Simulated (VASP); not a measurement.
# LiH (Fm-3m) in VASP: single point with r2SCAN

Aim: the single point of LiH with r2SCAN.

Everything below comes from runs of VASP 6.6.1. Logs are shortened: lines on timing, memory, paths and dates and some standing lists are left out, and cuts for length are marked.

## 1. The cell of the first run

It takes space group Fm-3m (No. 225, cubic). The conventional cell has a = 4.005 Å, b = 4.005 Å, c = 4.005 Å, α = 90.00°, β = 90.00°, γ = 90.00°. Li (site symmetry m-3m) has 6 H at 2.00 Å within 2.7 Å. H (site symmetry m-3m) has 6 Li at 2.00 Å within 2.7 Å.

## 2. Single point, r2SCAN

The input, POSCAR:

```
LiH
1.0
    0.0000000000      2.0023272762      2.0023272762
    2.0023272762      0.0000000000      2.0023272762
    2.0023272762      2.0023272762      0.0000000000
Li H
1 1
Direct
    0.0000000000      0.0000000000      0.0000000000
    0.5000000000      0.5000000000      0.5000000000
```

The input, INCAR.step1:

```
  PREC = Accurate
  ENCUT = 520
  ISMEAR = 0
  SIGMA = 0.01
  LREAL = F
  LASPH = T
  NELM = 60
  NBANDS = 9
  GGA = PE
  ALGO = Normal
  EDIFF = 1E-4
  LWAVE = T
  LCHARG = F
```

The input, INCAR.step2:

```
  PREC = Accurate
  ENCUT = 520
  EDIFF = 1E-7
  ISMEAR = 0
  SIGMA = 0.01
  LREAL = F
  LASPH = T
  NELM = 60
  ALGO = Normal
  ISIF = 2
  LWAVE = F
  LCHARG = T
  METAGGA = R2SCAN
  LMIXTAU = T
  LELF = T
  LVHAR = T
  NBANDS = 9
  ISTART = 1
```

The input, KPOINTS:

```
regular mesh
0
Gamma
  10 10 10
```

Potentials or basis: VASP PAW PBE potentials, release 64 (Li_sv, H).

The run is started by

```
cat potpaw_PBE.64/Li_sv/POTCAR potpaw_PBE.64/H/POTCAR > POTCAR
cp INCAR.step1 INCAR
mpirun -np 1 vasp_std > vasp.out
cp INCAR.step2 INCAR
mpirun -np 1 vasp_std > vasp.out
```

OUTCAR:

```text
PREC = Accurate
   ENCUT = 520
   EDIFF = 1E-7
   ISMEAR = 0
   LREAL = F
   LASPH = T
   NELM = 60
   ISIF = 2
   METAGGA = R2SCAN
   ISTART = 1

 ion  position               nearest neighbor table
   1  0.000  0.000  0.000-
   2  0.500  0.500  0.500-

  LATTYP: Found a face centered cubic cell.
 ALAT       =     4.0046545524

  Lattice vectors:

 A1 = (   0.0000000000,   2.0023272762,   2.0023272762)
 A2 = (   2.0023272762,   0.0000000000,   2.0023272762)
 A3 = (   2.0023272762,   2.0023272762,   0.0000000000)

Analysis of symmetry for initial positions (statically):
=====================================================================
 Subroutine PRICEL returns:
 Original cell was already a primitive cell.

 Routine SETGRP: Setting up the symmetry group for a
 face centered cubic supercell.

 Subroutine GETGRP returns: Found 48 space group operations
 (whereof 48 operations were pure point group operations)
 out of a pool of 48 trial point group operations.

The static configuration has the point symmetry O_h .

Analysis of symmetry for dynamics (positions and initial velocities):
=====================================================================
 Subroutine PRICEL returns:
 Original cell was already a primitive cell.

 Routine SETGRP: Setting up the symmetry group for a
 face centered cubic supercell.

 Subroutine GETGRP returns: Found 48 space group operations
 (whereof 48 operations were pure point group operations)
 out of a pool of 48 trial point group operations.

The dynamic configuration has the point symmetry O_h .

 Subroutine INISYM returns: Found 48 space group operations
 (whereof 48 operations are pure point group operations),
 and found     1 'primitive' translations

----------------------------------------------------------------------------------------

                                     Primitive cell

  volume of cell :      16.0559

  direct lattice vectors                    reciprocal lattice vectors
     0.000000000  2.002327276  2.002327276    -0.249709429  0.249709429  0.249709429
     2.002327276  0.000000000  2.002327276     0.249709429 -0.249709429  0.249709429
     2.002327276  2.002327276  0.000000000     0.249709429  0.249709429 -0.249709429

  length of vectors
     2.831718390  2.831718390  2.831718390     0.432509417  0.432509417  0.432509417

  position of ions in fractional coordinates (direct lattice)
     0.000000000  0.000000000  0.000000000
     0.500000000  0.500000000  0.500000000

  ion indices of the primitive-cell ions
   primitive index   ion index
                 1           1
                 2           2

----------------------------------------------------------------------------------------

 KPOINTS: regular mesh

Automatic generation of k-mesh.
 Grid dimensions read from file:
 generate k-points for:   10   10   10

 Generating k-lattice:

  Cartesian coordinates                     Fractional coordinates (reciprocal lattice)
    -0.024970943  0.024970943  0.024970943     0.100000000  0.000000000  0.000000000
     0.024970943 -0.024970943  0.024970943     0.000000000  0.100000000  0.000000000
     0.024970943  0.024970943 -0.024970943     0.000000000  0.000000000  0.100000000

  Length of vectors
     0.043250942  0.043250942  0.043250942

  Shift w.r.t. Gamma in fractional coordinates (k-lattice)
     0.000000000  0.000000000  0.000000000

 Subroutine IBZKPT returns following result:
 ===========================================

 Found     47 irreducible k-points:

 Following reciprocal coordinates:
            Coordinates               Weight
  0.000000  0.000000  0.000000      1.000000
  0.100000  0.000000  0.000000      8.000000
  0.200000  0.000000  0.000000      8.000000
  0.300000  0.000000  0.000000      8.000000
  0.400000  0.000000  0.000000      8.000000
  0.500000  0.000000  0.000000      4.000000
[... 16 lines left out ...]
  0.300000  0.300000  0.000000      6.000000
  0.400000  0.300000  0.000000     24.000000
 [... further k-points ...]
   k-points           NKPTS =     47   k-points in BZ     NKDIM =     47   number of bands    NBANDS=      9
   number of dos      NEDOS =    301   number of ions     NIONS =      2
   total plane-waves  NPLWV =  13824
   dimension x,y,z NGX =    24 NGY =   24 NGZ =   24
   dimension x,y,z NGXF=    48 NGYF=   48 NGZF=   48
   ions per type =               1   1
   NGX,Y,Z   is equivalent  to a cutoff of  14.09, 14.09, 14.09 a.u.
   NGXF,Y,Z  is equivalent  to a cutoff of  28.18, 28.18, 28.18 a.u.
 SYSTEM =  unknown system
   PREC   = accura    normal or accurate (medium, high low for compatibility)
   ISTART =      1    job   : 0-new  1-cont  2-samecut
   ICHARG =      0    charge: 1-file 2-atom 10-const
   ISPIN  =      1    spin polarized calculation?
   LNONCOLLINEAR =      F non collinear calculations
   LSORBIT =      F    spin-orbit coupling
   LASPH  =      T    aspherical Exc in radial PAW
   ENCUT  =  520.0 eV  38.22 Ry    6.18 a.u.   5.27  5.27  5.27*2*pi/ulx,y,z
   NELM   =     60;   NELMIN=  2; NELMDL=  0     # of ELM steps
   EDIFF  = 0.1E-06   stopping-criterion for ELM
   LREAL  =      F    real-space projection
   EDIFFG = 0.1E-05   stopping-criterion for IOM
   NSW    =      0    number of steps for IOM
   IBRION =     -1    ionic relax: 0-MD 1-quasi-New 2-CG
   NFREE  =      0    steps in history (QN), initial steepest desc. (CG)
   ISIF   =      2    stress and relaxation
   ISYM   =      2    0-nonsym 1-usesym 2-fastsym
   POTIM  = 0.5000    time-step for ionic-motion
   TEBEG  =    0.0;   TEEND  =   0.0 temperature during run
   PSTRESS=    0.0 pullay stress
   NELECT =       4.0000    total number of electrons
   NUPDOWN=      -1.0000    fix difference up-down
   EMIN   =  10.00;   EMAX   =-10.00  energy-range for DOS
   EFERMI =   0.00;   METHOD = LEGACY
   ISMEAR =     0;   SIGMA  =   0.01  broadening in eV -4-tet -1-fermi 0-gaus
   EFERMI_NEDOS =   21; number of points for ismear=-14 and -15
   IALGO  =     38    algorithm
   IMIX   =      4    mixing-type and parameters
     AMIX     =   0.40;   BMIX     =  1.00
     AMIX_MAG =   1.60;   BMIX_MAG =  1.00
  volume/ion in A,a.u.               =       8.03        54.18
  Fermi-wavevector in a.u.,A,eV,Ry     =   1.030109  1.946623 14.437471  1.061124
  Thomas-Fermi vector in A             =   2.164190
   LORBIT       =      0    0 simple, 1 ext, 2 COOP (PROOUT), +10 PAW based schemes
   METAGGA = R2SCAN    functional components
   LHFCALC =     F    Hartree Fock is set to
   AEXX    =    0.0000 exact exchange contribution
   IVDW    =     0    specifies the selected vdW correction
   LEPSILON=     F    determine dielectric tensor
   LRPA    =     F    only Hartree local field effects (RPA)
 non-spin polarized calculation
 Gauss-broadening in eV      SIGMA  =   0.01
  energy-cutoff  :      520.00
  volume of cell :       16.06
 maximum number of plane-waves:       444
 NGX is ok and might be reduce to    24
   NGX = 11   NGY = 11   NGZ = 11

 number of electron       3.9999995 magnetization

 Free energy of the ion-electron system (eV)
  ---------------------------------------------------
  ext. energy  EPLUGINS =         0.00000000
  ---------------------------------------------------
  free energy    TOTEN  =        -6.81762134 eV

  energy without entropy =       -6.81762134  energy(sigma->0) =       -6.81762134

 E-fermi :   0.0719     XC(G=0):  -8.8337

 val. band max:       -0.1733995983   @ k =   0.5000   0.5000   0.0000
 cond. band min:       3.4078716910   @ k =   0.5000   0.5000   0.0000
 fundamental gap:      3.5812712893
 Fermi energy:         0.0719328663

 k-point     1 :       0.0000    0.0000    0.0000
  band No.  band energies     occupation
      1     -45.9041      2.00000
      2      -5.6300      2.00000
      3      17.5059      0.00000
      4      19.2569      0.00000
      5      19.2569      0.00000
      6      19.2575      0.00000
      7      23.6872      0.00000
      8      23.6872      0.00000
      9      23.6873      0.00000

 k-point     2 :       0.1000    0.0000    0.0000
  band No.  band energies     occupation
      1     -45.9000      2.00000
      2      -5.4497      2.00000
      3      15.7241      0.00000
      4      18.2445      0.00000
      5      18.8021      0.00000
      6      18.8026      0.00000
      7      23.4580      0.00000
      8      24.6690      0.00000
      9      24.6693      0.00000

 k-point     3 :       0.2000    0.0000    0.0000
  band No.  band energies     occupation
      1     -45.8886      2.00000
      2      -4.9238      2.00000
      3      12.1912      0.00000
      4      16.9091      0.00000
      5      18.1200      0.00000
      6      18.1205      0.00000
      7      24.4554      0.00000
      8      24.4557      0.00000
      9      24.5077      0.00000

 k-point     4 :       0.3000    0.0000    0.0000
  band No.  band energies     occupation
      1     -45.8746      2.00000
      2      -4.1189      2.00000
      3       8.8940      0.00000
      4      15.7820      0.00000
      5      17.7572      0.00000
      6      17.7577      0.00000
      7      22.1450      0.00000
      8      22.1452      0.00000
      9      26.2130      0.00000
[... 205 lines left out ...]
 k-point    22 :      -0.2000    0.2000    0.0000
  band No.  band energies     occupation
      1     -45.8699      2.00000
      2      -3.7732      2.00000
      3      10.2494      0.00000
      4      10.3875      0.00000
      5      17.4173      0.00000
      6      18.3757      0.00000
      7      22.7775      0.00000
      8      25.5201      0.00000
      9      26.8024      0.00000

 k-point    23 :       0.3000    0.3000    0.0000
  band No.  band energies     occupation
      1     -45.8654      2.00000
      2      -3.3526      2.00000
      3       9.1599      0.00000
      4      13.0924      0.00000
      5      13.0927      0.00000
      6      16.4316      0.00000
      7      19.1919      0.00000
      8      30.0310      0.00000
      9      33.1142      0.00000

 k-point    24 :       0.4000    0.3000    0.0000
  band No.  band energies     occupation
      1     -45.8567      2.00000
      2      -2.4495      2.00000
      3       7.1830      0.00000
      4      11.2447      0.00000
      5      12.6266      0.00000
      6      17.3295      0.00000
      7      19.2193      0.00000
      8      31.1145      0.00000
      9      31.7780      0.00000

 [... further k-points ...]
[... 5 lines left out ...]
  --------------------------------------------------------------------------------------
  -------------------------------------------------------------------------------------
  Total       -0.0498152     -0.0498152     -0.0498152     -0.0000000     -0.0000000     -0.0000000
  in kB       -4.9709260     -4.9709260     -4.9709260     -0.0000000     -0.0000000     -0.0000000
  external PRESSURE =      -4.9709260 kB  Pullay stress =       0.0000000 kB

 VOLUME and BASIS-vectors are now :
 -----------------------------------------------------------------------------
  energy-cutoff  :      520.00
  volume of cell :       16.06
      direct lattice vectors                 reciprocal lattice vectors
     0.000000000  2.002327276  2.002327276    -0.249709429  0.249709429  0.249709429
     2.002327276  0.000000000  2.002327276     0.249709429 -0.249709429  0.249709429
     2.002327276  2.002327276  0.000000000     0.249709429  0.249709429 -0.249709429

 POSITION                                       TOTAL-FORCE (eV/Angst)
 -----------------------------------------------------------------------------------
      0.00000      0.00000      0.00000         0.000000     -0.000000      0.000000
      2.00233      2.00233      2.00233        -0.000000      0.000000     -0.000000
 -----------------------------------------------------------------------------------
    total drift:                                0.000000     -0.000000     -0.000000

  FREE ENERGIE OF THE ION-ELECTRON SYSTEM (eV)
  ---------------------------------------------------
  free  energy   TOTEN  =        -6.8176213435 eV

  energy  without entropy=       -6.8176213435  energy(sigma->0) =       -6.81762134
```

Wall time 22 s (1 thread of Intel Xeon Platinum 8488C (Sapphire Rapids), shared host); peak memory 0.13 GiB.

What came out:

```
Free energy            : -6.8176 eV
Band gap on the k mesh : 3.58 eV, direct
```

Levels at points of the mesh, in eV from the valence-band top:
```csv
k point,band 1,band 2,band 3,band 4,band 5
"(0.00, 0.00, 0.00)",-45.73,-5.46,17.68,19.43,19.43
"(0.50, 0.00, 0.00)",-45.69,-2.65,5.68,14.97,18.19
"(0.50, 0.50, 0.00)",-45.67,0.00,3.58,11.76,11.76
```

Caveat: the cutoff is under 1.25 times the usual one of these potentials, so pressure, stress and relaxed cells hold a basis-set (Pulay) error; the PAW data sets were made with another functional, which shifts forces and pressure a little.
